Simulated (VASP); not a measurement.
Input of a VASP 6.6.1 run:

Contents of INCAR:

```
PREC = Accurate
ENCUT = 520
EDIFF = 1E-6
ISMEAR = 0
SIGMA = 0.005
LREAL = F
LASPH = T
NELM = 100
ALGO = Normal
ISIF = 2
LWAVE = F
LCHARG = F
GGA = PE
IVDW = 12
IBRION = 2
NSW = 100
EDIFFG = -0.01
ISYM = 0
```

The input KPOINTS:

```
Automatic mesh
0
Gamma
  1 1 1
```

POSCAR

```
SiH2Cl2
1.0
   14.4196805142      0.0000000000      0.0000000000
    0.0000000000     14.5000000000      0.0000000000
    0.0000000000      0.0000000000     15.0000000000
Cl Si H
2 1 2
Direct
    0.3814231525      0.5739865893      0.4939361395
    0.6185768475      0.5692073276      0.4930257000
    0.4964538432      0.4894124321      0.4959862947
    0.4964970392      0.4354220565      0.5788823788
    0.4952074797      0.4260134107      0.4211176212
```

Potentials or basis: VASP PAW PBE potentials, release 64 (Cl, Si, H).

Command:

```console
$ cat potpaw_PBE.64/Cl/POTCAR potpaw_PBE.64/Si/POTCAR potpaw_PBE.64/H/POTCAR > POTCAR
$ mpirun -np 1 vasp_gam > vasp.out
```

Problem. What does it give for the energy gained by relaxing?

Solution. 10.6 meV/atom.

Problem. What does it give for the gap between the frontier levels?

Solution. 6.54 eV.

The path:
```csv
step,energy change (eV),largest force (eV/Å),pressure (GPa)
1,0.0000,1.0469,-0.02
2,-0.0164,1.2222,0.00
3,-0.0354,0.3060,-0.01
4,-0.0438,0.2386,0.00
5,-0.0458,0.3673,0.00
6,-0.0509,0.1355,0.01
7,-0.0515,0.1458,0.01
8,-0.0524,0.0648,0.00
9,-0.0525,0.0650,0.00
10,-0.0527,0.0276,0.00
11,-0.0527,0.0271,0.00
12,-0.0528,0.0232,0.00
13,-0.0529,0.0487,0.00
14,-0.0530,0.0273,0.00
15,-0.0530,0.0149,0.00
16,-0.0530,0.0111,0.00
17,-0.0530,0.0120,0.00
18,-0.0530,0.0043,0.00
```
